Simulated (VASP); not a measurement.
# KI (I4/mmm) in VASP: a series of runs

The runs below take KI through single point, with PBE.

Everything below comes from runs of VASP 6.6.1. Logs are shortened: lines on timing, memory, paths and dates and some standing lists are left out, and cuts for length are marked.

### Step 1. The cell of the first run

Symmetry: I4/mmm, No. 139, tetragonal system. The conventional cell has a = 4.984 Å, b = 4.984 Å, c = 6.908 Å, α = 90.00°, β = 90.00°, γ = 90.00°. Within 4.5 Å of K (site symmetry 4/mmm) lie 6 I at 3.45 to 3.52 Å. Within 4.5 Å of I (site symmetry 4/mmm) lie 6 K at 3.45 to 3.52 Å.

### Step 2. Single point, PBE (strain -0.0200 x Voigt [0, 1, 0, 0, 0, 0])

File INCAR:

```
SYSTEM = KI
ALGO     = Normal         ! electronic algorithm
EDIFF    = 1E-7           ! SCF threshold, eV
ENCUT    = 520            ! plane-wave cutoff, eV
GGA      = PE             ! functional
ISIF     = 2              ! what is computed and relaxed
ISMEAR   = 0              ! smearing method
LASPH    = .TRUE.         ! aspherical terms in the spheres
LCHARG   = .FALSE.        ! write CHGCAR
LREAL    = .FALSE.        ! projectors in reciprocal space
LWAVE    = .FALSE.        ! write WAVECAR
NBANDS   = 15             ! bands
NELM     = 60             ! most SCF steps
PREC     = Accurate       ! precision mode
SIGMA    = 0.05           ! smearing width, eV
```

File KPOINTS:

```
k-points
0
G
  6 6 6
  0 0 0
```

File POSCAR:

```
KI
1.0
    0.0000000000      3.4540590000      3.5245500000
    3.5245500000      0.0000000000      3.5245500000
    3.5245500000      3.4540590000      0.0000000000
K I
1 1
Direct
    0.0000000000      0.0000000000      0.0000000000
    0.5000000000      0.5000000000      0.5000000000
```

Potentials or basis: VASP PAW PBE potentials, release 64 (K_sv, I).

Run with:

```bash
> cat potpaw_PBE.64/K_sv/POTCAR potpaw_PBE.64/I/POTCAR > POTCAR
> mpirun -np 1 vasp_std > vasp.out
```

OUTCAR:

```text
SYSTEM = KI
   EDIFF = 1E-7
   ENCUT = 520
   GGA = PE
   ISIF = 2
   ISMEAR = 0
   LASPH = .TRUE.
   LREAL = .FALSE.
   NELM = 60
   PREC = Accurate

 ion  position               nearest neighbor table
   1  0.000  0.000  0.000-   2 3.45   2 3.45   2 3.52   2 3.52   2 3.52   2 3.52
   2  0.500  0.500  0.500-   1 3.45   1 3.45   1 3.52   1 3.52   1 3.52   1 3.52

  LATTYP: Found a body centered tetragonal cell.
 ALAT       =     4.9844664113
 C/A-ratio  =     1.3859292911

  Lattice vectors:

 A1 = (   0.0000000000,  -3.4540590000,   3.5245500000)
 A2 = (   0.0000000000,  -3.4540590000,  -3.5245500000)
 A3 = (   3.5245500000,   3.4540590000,   0.0000000000)

Analysis of symmetry for initial positions (statically):
=====================================================================
 Subroutine PRICEL returns:
 Original cell was already a primitive cell.

 Routine SETGRP: Setting up the symmetry group for a
 body centered tetragonal supercell.

 Subroutine GETGRP returns: Found 16 space group operations
 (whereof 16 operations were pure point group operations)
 out of a pool of 16 trial point group operations.

The static configuration has the point symmetry D_4h.

Analysis of symmetry for dynamics (positions and initial velocities):
=====================================================================
 Subroutine PRICEL returns:
 Original cell was already a primitive cell.

 Routine SETGRP: Setting up the symmetry group for a
 body centered tetragonal supercell.

 Subroutine GETGRP returns: Found 16 space group operations
 (whereof 16 operations were pure point group operations)
 out of a pool of 16 trial point group operations.

The dynamic configuration has the point symmetry D_4h.

 Subroutine INISYM returns: Found 16 space group operations
 (whereof 16 operations are pure point group operations),
 and found     1 'primitive' translations

----------------------------------------------------------------------------------------

                                     Primitive cell

  volume of cell :      85.8158

  direct lattice vectors                    reciprocal lattice vectors
     0.000000000  3.454059000  3.524550000    -0.141862082  0.144757226  0.141862082
     3.524550000  0.000000000  3.524550000     0.141862082 -0.144757226  0.141862082
     3.524550000  3.454059000  0.000000000     0.141862082  0.144757226 -0.141862082

  length of vectors
     4.934873481  4.984466411  4.934873481     0.247395139  0.247395139  0.247395139

  position of ions in fractional coordinates (direct lattice)
     0.000000000  0.000000000  0.000000000
     0.500000000  0.500000000  0.500000000
[... 85 lines left out ...]
   POTIM  = 0.5000    time-step for ionic-motion
   TEBEG  =    0.0;   TEEND  =   0.0 temperature during run
   PSTRESS=    0.0 pullay stress
   NELECT =      16.0000    total number of electrons
   NUPDOWN=      -1.0000    fix difference up-down
   EMIN   =  10.00;   EMAX   =-10.00  energy-range for DOS
   EFERMI =   0.00;   METHOD = LEGACY
   ISMEAR =     0;   SIGMA  =   0.05  broadening in eV -4-tet -1-fermi 0-gaus
   EFERMI_NEDOS =   21; number of points for ismear=-14 and -15
   IALGO  =     38    algorithm
   IMIX   =      4    mixing-type and parameters
     AMIX     =   0.40;   BMIX     =  1.00
     AMIX_MAG =   1.60;   BMIX_MAG =  1.00
  volume/ion in A,a.u.               =      42.91       289.56
  Fermi-wavevector in a.u.,A,eV,Ry     =   0.935246  1.767358 11.900809  0.874685
  Thomas-Fermi vector in A             =   2.062134
   LORBIT       =      0    0 simple, 1 ext, 2 COOP (PROOUT), +10 PAW based schemes
   GGA     = PE    functional components
   LHFCALC =     F    Hartree Fock is set to
   AEXX    =    0.0000 exact exchange contribution
   IVDW    =     0    specifies the selected vdW correction
   LEPSILON=     F    determine dielectric tensor
   LRPA    =     F    only Hartree local field effects (RPA)
 non-spin polarized calculation
 Gauss-broadening in eV      SIGMA  =   0.05
  energy-cutoff  :      520.00
  volume of cell :       85.82
 maximum number of plane-waves:      2341
 NGX is ok and might be reduce to    40
   NGX = 19   NGY = 19   NGZ = 19

 number of electron      15.9999999 magnetization

 Free energy of the ion-electron system (eV)
  ---------------------------------------------------
  ext. energy  EPLUGINS =         0.00000000
  ---------------------------------------------------
  free energy    TOTEN  =        -5.54204717 eV

  energy without entropy =       -5.54204717  energy(sigma->0) =       -5.54204717

 E-fermi :  -0.0170     XC(G=0):  -7.2841

 val. band max:       -0.2667775810   @ k =   0.0000   0.0000   0.0000
 cond. band min:       3.7547894961   @ k =   0.0000   0.0000   0.0000
 fundamental gap:      4.0215670771
 Fermi energy:        -0.0169621741

 k-point     1 :       0.0000    0.0000    0.0000
  band No.  band energies     occupation
      1     -28.7262      2.00000
      2     -12.2189      2.00000
      3     -12.2172      2.00000
      4     -12.2172      2.00000
      5     -10.8161      2.00000
      6      -0.2739      2.00000
      7      -0.2739      2.00000
      8      -0.2668      2.00000
      9       3.7548      0.00000
     10       6.1723      0.00000
     11       6.1723      0.00000
     12       6.2961      0.00000
     13       6.9068      0.00000
     14       6.9922      0.00000
[... 401 lines left out ...]
      2     -12.2631      2.00000
      3     -12.2607      2.00000
      4     -12.2480      2.00000
      5     -10.6142      2.00000
      6      -1.1908      2.00000
      7      -0.8519      2.00000
      8      -0.8229      2.00000
      9       5.3714      0.00000
     10       6.2030      0.00000
     11       7.1354      0.00000
     12       8.0999      0.00000
     13       8.3274      0.00000
     14       9.4701      0.00000
     15       9.9097      0.00000

 [... further k-points ...]
[... 5 lines left out ...]
  --------------------------------------------------------------------------------------
  -------------------------------------------------------------------------------------
  Total        0.4300829      0.7766121      0.4300829      0.0000000     -0.0000000      0.0000000
  in kB        8.0296322     14.4993200      8.0296322      0.0000000     -0.0000000      0.0000000
  external PRESSURE =      10.1861948 kB  Pullay stress =       0.0000000 kB

 VOLUME and BASIS-vectors are now :
 -----------------------------------------------------------------------------
  energy-cutoff  :      520.00
  volume of cell :       85.82
      direct lattice vectors                 reciprocal lattice vectors
     0.000000000  3.454059000  3.524550000    -0.141862082  0.144757226  0.141862082
     3.524550000  0.000000000  3.524550000     0.141862082 -0.144757226  0.141862082
     3.524550000  3.454059000  0.000000000     0.141862082  0.144757226 -0.141862082

 POSITION                                       TOTAL-FORCE (eV/Angst)
 -----------------------------------------------------------------------------------
      0.00000      0.00000      0.00000        -0.000000     -0.000000     -0.000000
      3.52455      3.45406      3.52455         0.000000      0.000000      0.000000
 -----------------------------------------------------------------------------------
    total drift:                                0.000000     -0.000000     -0.000000

  FREE ENERGIE OF THE ION-ELECTRON SYSTEM (eV)
  ---------------------------------------------------
  free  energy   TOTEN  =        -5.5420471716 eV

  energy  without entropy=       -5.5420471716  energy(sigma->0) =       -5.54204717
```

OSZICAR:

```text
N       E                     dE             d eps       ncg     rms          rms(c)
DAV:   1     0.931707466380E+02    0.93171E+02   -0.64941E+03   900   0.911E+02
DAV:   2     0.254465022839E+00   -0.92916E+02   -0.86173E+02  1152   0.216E+02
DAV:   3    -0.539823314925E+01   -0.56527E+01   -0.56255E+01  1314   0.465E+01
DAV:   4    -0.561674861919E+01   -0.21852E+00   -0.21846E+00  1404   0.843E+00
DAV:   5    -0.561876046089E+01   -0.20118E-02   -0.20117E-02  1297   0.777E-01    0.323E+00
DAV:   6    -0.553985441371E+01    0.78906E-01   -0.89949E-02  1145   0.178E+00    0.230E+00
DAV:   7    -0.553679258272E+01    0.30618E-02   -0.11172E-01  1180   0.172E+00    0.787E-01
DAV:   8    -0.554144291710E+01   -0.46503E-02   -0.12126E-02  1027   0.722E-01    0.134E-01
DAV:   9    -0.554187892458E+01   -0.43601E-03   -0.82160E-04  1236   0.172E-01    0.744E-02
DAV:  10    -0.554200631880E+01   -0.12739E-03   -0.12188E-04  1104   0.608E-02    0.199E-02
DAV:  11    -0.554204724195E+01   -0.40923E-04   -0.55066E-05  1061   0.432E-02    0.198E-02
DAV:  12    -0.554204688879E+01    0.35315E-06   -0.29013E-06  1236   0.133E-02    0.964E-03
DAV:  13    -0.554204702743E+01   -0.13864E-06   -0.50219E-07  1089   0.360E-03    0.327E-03
DAV:  14    -0.554204725948E+01   -0.23205E-06   -0.17187E-07  1194   0.204E-03    0.745E-04
DAV:  15    -0.554204714723E+01    0.11225E-06   -0.22886E-08   898   0.105E-03    0.801E-04
DAV:  16    -0.554204717157E+01   -0.24336E-07   -0.26155E-09   751   0.352E-04
   1 F= -.55420472E+01 E0= -.55420472E+01  d E =-.277359E-14
```

Run time: 96 s. Hardware: 1 thread of AMD EPYC 7R13, shared host; peak memory 0.22 GiB.

What came out:

| Property | Result |
| --- | --- |
| Free energy | -5.5420 eV |
| Pressure | 1.0 GPa |
| Band gap on the k mesh | 4.02 eV |

Stress tensor (GPa, compression positive):
```
0.80 0.00 0.00
0.00 1.45 0.00
0.00 0.00 0.80
```

Levels at points of the mesh, in eV from the valence-band top:
| k point | band 6 | band 7 | band 8 | band 9 | band 10 | band 11 |
| --- | --- | --- | --- | --- | --- | --- |
| (0.00, 0.00, 0.00) | -0.01 | -0.01 | 0.00 | 4.02 | 6.44 | 6.44 |
| (0.50, 0.00, 0.00) | -1.39 | -0.37 | -0.36 | 5.55 | 7.78 | 8.12 |
| (0.50, 0.50, 0.00) | -1.05 | -0.39 | -0.36 | 4.89 | 5.82 | 8.10 |
| (0.50, 0.00, 0.50) | -1.03 | -0.41 | -0.41 | 4.87 | 5.83 | 8.15 |

Caveat: the cell differs from its parent crystal (strain -0.0200 x Voigt [0, 1, 0, 0, 0, 0]); spin-orbit coupling is left out, which moves the levels of the heavy elements.

### Step 3. Single point, PBE (strain -0.0100 x Voigt [0, 1, 0, 0, 0, 0])

File INCAR:

```
SYSTEM = KI
  ALGO = Normal
  EDIFF = 1E-6
  ENCUT = 520
  GGA = PE
  ISIF = 2
  ISMEAR = 0
  LASPH = .TRUE.
  LCHARG = .FALSE.
  LREAL = .FALSE.
  LWAVE = .FALSE.
  NBANDS = 15
  NELM = 80
  PREC = Accurate
  SIGMA = 0.05
```

KPOINTS is that of step 2.

File POSCAR:

```
KI
1.0
    0.0000000000      3.4893045000      3.5245500000
    3.5245500000      0.0000000000      3.5245500000
    3.5245500000      3.4893045000      0.0000000000
K I
1 1
Direct
    0.0000000000      0.0000000000      0.0000000000
    0.5000000000      0.5000000000      0.5000000000
```

Potentials or basis: VASP PAW PBE potentials, release 64 (K_sv, I).

Run with:

```bash
> cat potpaw_PBE.64/K_sv/POTCAR potpaw_PBE.64/I/POTCAR > POTCAR
> mpirun -np 1 vasp_std > vasp.out
```

It took 76 s on 1 thread of AMD EPYC 7R13, shared host; peak memory 0.22 GiB.

The run converged. Its results:

```
Free energy            : -5.5489 eV
Pressure               : 0.9 GPa
Band gap on the k mesh : 4.00 eV
```

Stress tensor (GPa, compression positive):
```
0.77 0.00 0.00
0.00 1.06 0.00
0.00 0.00 0.77
```

Levels at points of the mesh, in eV from the valence-band top:
| k point | band 4 | band 5 | band 6 | band 7 | band 8 | band 9 | band 10 | band 11 | band 12 | band 13 |
| --- | --- | --- | --- | --- | --- | --- | --- | --- | --- | --- |
| (0.00, 0.00, 0.00) | -11.96 | -10.53 | 0.00 | 0.00 | 0.00 | 4.00 | 6.47 | 6.47 | 6.53 | 7.20 |
| (0.50, 0.00, 0.00) | -11.97 | -10.23 | -1.36 | -0.35 | -0.35 | 5.54 | 7.76 | 8.14 | 8.22 | 8.73 |
| (0.50, 0.50, 0.00) | -11.98 | -10.38 | -1.03 | -0.38 | -0.37 | 4.91 | 5.80 | 8.10 | 8.77 | 8.88 |
| (0.50, 0.00, 0.50) | -11.98 | -10.38 | -1.02 | -0.39 | -0.39 | 4.90 | 5.81 | 8.13 | 8.77 | 8.92 |

Caveat: the cell differs from its parent crystal (strain -0.0100 x Voigt [0, 1, 0, 0, 0, 0]); spin-orbit coupling is left out, which moves the levels of the heavy elements.
